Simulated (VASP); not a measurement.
# LiBr (Fm-3m) in VASP: a series of runs

LiBr is run at these levels: PBEsol; tasks: vibrations by perturbation theory, elastic constants.

All numbers are computed with VASP 6.6.1; they aren't measurements. Logs are shortened: lines on timing, memory, paths and dates and some standing lists are left out, and cuts for length are marked.

## 1. The cell of the first run

The structure is cubic, space group Fm-3m (No. 225). Conventional cell: a = 5.411 Å, b = 5.411 Å, c = 5.411 Å, α = 90.00°, β = 90.00°, γ = 90.00°. Li (site symmetry m-3m) has 6 Br at 2.71 Å within 3.6 Å. Within 3.6 Å of Br (site symmetry m-3m) lie 6 Li at 2.71 Å.

## 2. Vibrations by perturbation theory, PBEsol

Contents of INCAR:

```
ALGO = Normal
EDIFF = 1E-8
ENCUT = 750
GGA = PS
GGA_COMPAT = False
IBRION = 8
ISIF = 2
ISMEAR = 0
LASPH = True
LCHARG = False
LEPSILON = True
LREAL = False
LWAVE = False
NBANDS = 12
NELM = 120
NSW = 1
PREC = Accurate
SIGMA = 0.01
```

Contents of KPOINTS:

```
k-points
0
Gamma
  8 8 8
```

Contents of POSCAR:

```
LiBr
1.0
    0.0000000000      2.7055163912      2.7055163912
    2.7055163912      0.0000000000      2.7055163912
    2.7055163912      2.7055163912      0.0000000000
Li Br
1 1
Direct
    0.0000000000      0.0000000000      0.0000000000
    0.5000000000      0.5000000000      0.5000000000
```

Potentials or basis: VASP PAW PBE potentials, release 64 (Li_sv, Br).

Command:

```
cat potpaw_PBE.64/Li_sv/POTCAR potpaw_PBE.64/Br/POTCAR > POTCAR
mpirun -np 1 vasp_std > vasp.out
```

OUTCAR:

```text
EDIFF = 1E-8
   ENCUT = 750
   GGA = PS
   IBRION = 8
   ISIF = 2
   ISMEAR = 0
   LASPH = True
   LEPSILON = True
   LREAL = False
   NELM = 120
   NSW = 1
   PREC = Accurate

 ion  position               nearest neighbor table
   1  0.000  0.000  0.000-
   2  0.500  0.500  0.500-

  LATTYP: Found a face centered cubic cell.
 ALAT       =     5.4110327824

  Lattice vectors:

 A1 = (   0.0000000000,   2.7055163912,   2.7055163912)
 A2 = (   2.7055163912,   0.0000000000,   2.7055163912)
 A3 = (   2.7055163912,   2.7055163912,   0.0000000000)

Analysis of symmetry for initial positions (statically):
=====================================================================
 Subroutine PRICEL returns:
 Original cell was already a primitive cell.

 Routine SETGRP: Setting up the symmetry group for a
 face centered cubic supercell.

 Subroutine GETGRP returns: Found 48 space group operations
 (whereof 48 operations were pure point group operations)
 out of a pool of 48 trial point group operations.

The static configuration has the point symmetry O_h .

Analysis of symmetry for dynamics (positions and initial velocities):
=====================================================================
 Subroutine PRICEL returns:
 Original cell was already a primitive cell.

 Routine SETGRP: Setting up the symmetry group for a
 face centered cubic supercell.

 Subroutine GETGRP returns: Found 48 space group operations
 (whereof 48 operations were pure point group operations)
 out of a pool of 48 trial point group operations.

The dynamic configuration has the point symmetry O_h .

 Subroutine INISYM returns: Found 48 space group operations
 (whereof 48 operations are pure point group operations),
 and found     1 'primitive' translations

----------------------------------------------------------------------------------------

[... 589 lines left out ...]
     0.00186 -0.00000  0.00000
    -0.00000  0.01035  0.00000
     0.00000  0.00000  0.01035

 MACROSCOPIC STATIC DIELECTRIC TENSOR (including local field effects in DFT)
 ------------------------------------------------------
           3.576585     0.000000    -0.000000
          -0.000000     3.576585    -0.000000
           0.000000     0.000000     3.576585
 ------------------------------------------------------

 PIEZOELECTRIC TENSOR (including local field effects)  for field in x, y, z        (e  Angst)
          XX          YY          ZZ          XY          YZ          ZX
  --------------------------------------------------------------------------------
  x     0.00000     0.00000     0.00000     0.00000     0.00000     0.00000
  y     0.00000     0.00000     0.00000     0.00000     0.00000     0.00000
  z     0.00000     0.00000     0.00000     0.00000     0.00000     0.00000

 PIEZOELECTRIC TENSOR (including local field effects)  for field in x, y, z        (C/m^2)
          XX          YY          ZZ          XY          YZ          ZX
  --------------------------------------------------------------------------------
  x     0.00000     0.00000     0.00000     0.00000     0.00000     0.00000
  y     0.00000     0.00000     0.00000     0.00000     0.00000     0.00000
  z     0.00000     0.00000     0.00000     0.00000     0.00000     0.00000

 BORN EFFECTIVE CHARGES (including local field effects) (in |e|, cummulative output)
 ---------------------------------------------------------------------------------
 ion    1
    1     1.22247     0.00000    -0.00000
    2     0.00000     1.22247    -0.00000
    3    -0.00000     0.00000     1.22247
 ion    2
    1    -1.22247    -0.00000     0.00000
    2    -0.00000    -1.22247     0.00000
    3     0.00000    -0.00000    -1.22247

 INTERNAL STRAIN TENSOR FOR ION    2 for displacements in x,y,z  (eV/Angst):
          X           Y           Z          XY          YZ          ZX
  --------------------------------------------------------------------------------
  x     0.00000     0.00000     0.00000     0.00000     0.00000     0.00000
  y     0.00000     0.00000     0.00000     0.00000     0.00000     0.00000
  z     0.00000     0.00000     0.00000     0.00000     0.00000     0.00000

 SECOND DERIVATIVES (NOT SYMMETRIZED)
 ------------------------------------
               1X          1Y          1Z          2X          2Y          2Z
  1X    -0.775283    0.000000    0.000000    0.775283    0.000000    0.000000
  1Y     0.000000   -0.775283    0.000000    0.000000    0.775283    0.000000
  1Z     0.000000    0.000000   -0.775283    0.000000    0.000000    0.775283
  2X     0.758838    0.000000    0.000000   -0.758838    0.000000    0.000000
  2Y     0.000000    0.758838    0.000000    0.000000   -0.758838    0.000000
  2Z     0.000000    0.000000    0.758838    0.000000    0.000000   -0.758838

 Eigenvectors and eigenvalues of the dynamical matrix
 ----------------------------------------------------

   1 f  =    5.417670 THz    34.040225 2PiTHz  180.714019 cm-1    22.405673 meV
             X         Y         Z           dx          dy          dz
      0.000000  0.000000  0.000000     0.000000    0.959643    0.000000
      2.705516  2.705516  2.705516     0.000000   -0.281222    0.000000
[... 21 lines left out ...]
   6 f/i=    0.015673 THz     0.098476 2PiTHz    0.522794 cm-1     0.064818 meV
             X         Y         Z           dx          dy          dz
      0.000000  0.000000  0.000000     0.000000   -0.281222    0.000000
      2.705516  2.705516  2.705516     0.000000   -0.959643    0.000000

--------------------------------------------------------------------------------------------------------

 MACROSCOPIC STATIC DIELECTRIC TENSOR IONIC CONTRIBUTION
 ------------------------------------------------------
           8.900393     0.000000    -0.000000
           0.000000     8.900393    -0.000000
          -0.000000    -0.000000     8.900393
 ------------------------------------------------------

 ELASTIC MODULI CONTR FROM IONIC RELAXATION (kBar)
 Direction    XX          YY          ZZ          XY          YZ          ZX
 --------------------------------------------------------------------------------
 XX           0.0000      0.0000      0.0000      0.0000      0.0000      0.0000
 YY           0.0000      0.0000      0.0000      0.0000      0.0000      0.0000
 ZZ           0.0000      0.0000      0.0000      0.0000      0.0000      0.0000
 XY           0.0000      0.0000      0.0000      0.0000      0.0000      0.0000
 YZ           0.0000      0.0000      0.0000      0.0000      0.0000      0.0000
 ZX           0.0000      0.0000      0.0000      0.0000      0.0000      0.0000
 --------------------------------------------------------------------------------

 PIEZOELECTRIC TENSOR IONIC CONTR  for field in x, y, z        (C/m^2)
          XX          YY          ZZ          XY          YZ          ZX
  --------------------------------------------------------------------------------
  x     0.00000     0.00000     0.00000     0.00000     0.00000     0.00000
  y     0.00000     0.00000     0.00000     0.00000     0.00000     0.00000
  z     0.00000     0.00000     0.00000     0.00000     0.00000     0.00000
```

stdout:

```text
POSCAR found type information on POSCAR LiBr
 POSCAR found :  2 types and       2 ions
 scaLAPACK will be used
 -----------------------------------------------------------------------------
|                                                                             |
|                                                                             |
|     You enforced a specific xc type in the INCAR file but a different       |
[... 39 lines left out ...]
 force on displaced ion       1 direction 1 :  -0.775   0.000   0.000
 Born effective charge ion    1 direction 1 :   1.222   0.000   0.000
 Linear response progress:
 first order change of Fermi-energy   0.18430E-03
 force on displaced ion       2 direction 1 :  -0.759   0.000   0.000
 Born effective charge ion    2 direction 1 :  -1.223   0.000   0.000
 Born effective charges drift removed
 Linear response finished
```

It took 6 min on 1 thread of Intel Xeon Platinum 8559C (Emerald Rapids), shared host; peak memory 0.35 GiB.

Results:

```yaml
Electronic_dielectric_tensor_diagonal: 3.58
Born_charges_mean_of_the_diagonal: Li +1.22; Br -1.22 e
Highest_phonon_frequency_at_Γ_LO-TO_splitting_left_out: 181 cm⁻¹
```

Phonon frequencies in cm⁻¹ (negative: imaginary):
```csv
q point,frequencies
"(0.000, 0.000, 0.000)",-1 -1 -1 181 181 181
```

Electronic dielectric tensor:
```
3.58 0.00 0.00
0.00 3.58 0.00
0.00 0.00 3.58
```

Born effective charge tensors (e):
atom 1, Li
```
1.22 0.00 0.00
0.00 1.22 0.00
0.00 0.00 1.22
```
atom 2, Br
```
-1.22  0.00  0.00
 0.00 -1.22  0.00
 0.00  0.00 -1.22
```

Caveat: the PAW data sets were made with another functional, which shifts forces and pressure a little.

## 3. Vibrations by perturbation theory, PBEsol (20.20 Å³/atom)

This run uses another cell than the first one, of 20.20 Å³/atom.

Contents of INCAR:

```
SYSTEM = LiBr
PREC     = Accurate       ! precision mode
ENCUT    = 750            ! plane-wave cutoff, eV
EDIFF    = 1E-8           ! SCF threshold, eV
ISMEAR   = 0              ! smearing method
SIGMA    = 0.01           ! smearing width, eV
LREAL    = .False.        ! projectors in reciprocal space
LASPH    = .True.         ! aspherical terms in the spheres
NELM     = 120            ! most SCF steps
ALGO     = Normal         ! electronic algorithm
ISIF     = 2              ! what is computed and relaxed
LWAVE    = .False.        ! write WAVECAR
LCHARG   = .True.         ! write CHGCAR
GGA      = PS             ! functional
NBANDS   = 12             ! bands
IBRION   = 8              ! ionic algorithm
NSW      = 1              ! ionic steps
LEPSILON = .True.         ! dielectric tensor by DFPT
GGA_COMPAT= .False.
```

Contents of KPOINTS:

```
Automatic mesh
0
Gamma
  8 8 8
  0 0 0
```

Contents of POSCAR:

```
LiBr
1.0
    0.0000000000      2.7234342405      2.7234342405
    2.7234342405      0.0000000000      2.7234342405
    2.7234342405      2.7234342405      0.0000000000
Li Br
1 1
Direct
    0.0000000000      0.0000000000      0.0000000000
    0.5000000000      0.5000000000      0.5000000000
```

Potentials or basis: VASP PAW PBE potentials, release 64 (Li_sv, Br).

Command:

```
cat potpaw_PBE.64/Li_sv/POTCAR potpaw_PBE.64/Br/POTCAR > POTCAR
mpirun -np 1 vasp_std > vasp.out
```

OUTCAR:

```text
SYSTEM = LiBr
   PREC = Accurate
   ENCUT = 750
   EDIFF = 1E-8
   ISMEAR = 0
   LREAL = .False.
   LASPH = .True.
   NELM = 120
   ISIF = 2
   GGA = PS
   IBRION = 8
   NSW = 1
   LEPSILON = .True.

 ion  position               nearest neighbor table
   1  0.000  0.000  0.000-
   2  0.500  0.500  0.500-

  LATTYP: Found a face centered cubic cell.
 ALAT       =     5.4468684810
[... 688 lines left out ...]
      0.000000  0.000000  0.000000     0.959751    0.000000    0.000000
      2.723434  2.723434  2.723434    -0.280853    0.000000    0.000000
[... 21 lines left out ...]
   6 f/i=    0.016586 THz     0.104213 2PiTHz    0.553251 cm-1     0.068594 meV
             X         Y         Z           dx          dy          dz
      0.000000  0.000000  0.000000     0.018896    0.261143    0.101615
      2.723434  2.723434  2.723434     0.064574    0.892397    0.347246

--------------------------------------------------------------------------------------------------------

 MACROSCOPIC STATIC DIELECTRIC TENSOR IONIC CONTRIBUTION
 ------------------------------------------------------
          10.089845    -0.000000     0.000000
          -0.000000    10.089845    -0.000000
           0.000000    -0.000000    10.089845
 ------------------------------------------------------

 ELASTIC MODULI CONTR FROM IONIC RELAXATION (kBar)
 Direction    XX          YY          ZZ          XY          YZ          ZX
 --------------------------------------------------------------------------------
 XX           0.0000      0.0000      0.0000      0.0000      0.0000      0.0000
 YY           0.0000      0.0000      0.0000      0.0000      0.0000      0.0000
 ZZ           0.0000      0.0000      0.0000      0.0000      0.0000      0.0000
 XY           0.0000      0.0000      0.0000      0.0000      0.0000      0.0000
 YZ           0.0000      0.0000      0.0000      0.0000      0.0000      0.0000
 ZX           0.0000      0.0000      0.0000      0.0000      0.0000      0.0000
 --------------------------------------------------------------------------------

 PIEZOELECTRIC TENSOR IONIC CONTR  for field in x, y, z        (C/m^2)
          XX          YY          ZZ          XY          YZ          ZX
  --------------------------------------------------------------------------------
  x     0.00000     0.00000     0.00000     0.00000     0.00000     0.00000
  y     0.00000     0.00000     0.00000     0.00000     0.00000     0.00000
  z     0.00000     0.00000     0.00000     0.00000     0.00000     0.00000
```

OSZICAR:

```text
N       E                     dE             d eps       ncg     rms          rms(c)
DAV:   1     0.497840107408E+02    0.49784E+02   -0.46868E+03   696   0.979E+02
DAV:   2    -0.376704404559E+01   -0.53551E+02   -0.51049E+02   860   0.151E+02
DAV:   3    -0.687901533279E+01   -0.31120E+01   -0.31019E+01   896   0.385E+01
[... 236 lines left out ...]
RMM:   9    -0.137348556262E+00    0.73095E-06    0.52128E-06  3432   0.368E-04    0.169E-05
RMM:  10    -0.137348481978E+00    0.74284E-07    0.13420E-06  3510   0.151E-04    0.643E-06
RMM:  11    -0.137348514376E+00   -0.32398E-07    0.10478E-06  3561   0.682E-05    0.645E-06
RMM:  12    -0.137348452454E+00    0.61921E-07    0.44159E-07  3393   0.349E-05    0.400E-06
RMM:  13    -0.137348463685E+00   -0.11231E-07    0.21981E-07  3415   0.194E-05    0.538E-07
RMM:  14    -0.137348454195E+00    0.94898E-08    0.91361E-08  3176   0.134E-05    0.373E-07
 Linear response finished
```

Run time: 6 min. Hardware: 1 thread of Intel Xeon Platinum 8559C (Emerald Rapids), shared host; peak memory 0.33 GiB.

What came out:

- Electronic dielectric tensor (diagonal): 3.54
- Born charges (mean of the diagonal): Li +1.23; Br -1.23 e
- Highest phonon frequency at Γ, LO-TO splitting left out: 169 cm⁻¹

Phonon frequencies in cm⁻¹ (negative: imaginary):
```
              q point           frequencies
(0.000, 0.000, 0.000)  -1 -1 -1 169 169 169
```

Electronic dielectric tensor:
```
3.54 0.00 0.00
0.00 3.54 0.00
0.00 0.00 3.54
```

Born effective charge tensors (e):
atom 1, Li
```
1.23 0.00 0.00
0.00 1.23 0.00
0.00 0.00 1.23
```
atom 2, Br
```
-1.23  0.00  0.00
 0.00 -1.23  0.00
 0.00  0.00 -1.23
```

Caveat: the PAW data sets were made with another functional, which shifts forces and pressure a little.

(Part 1 of 3 ends here.)
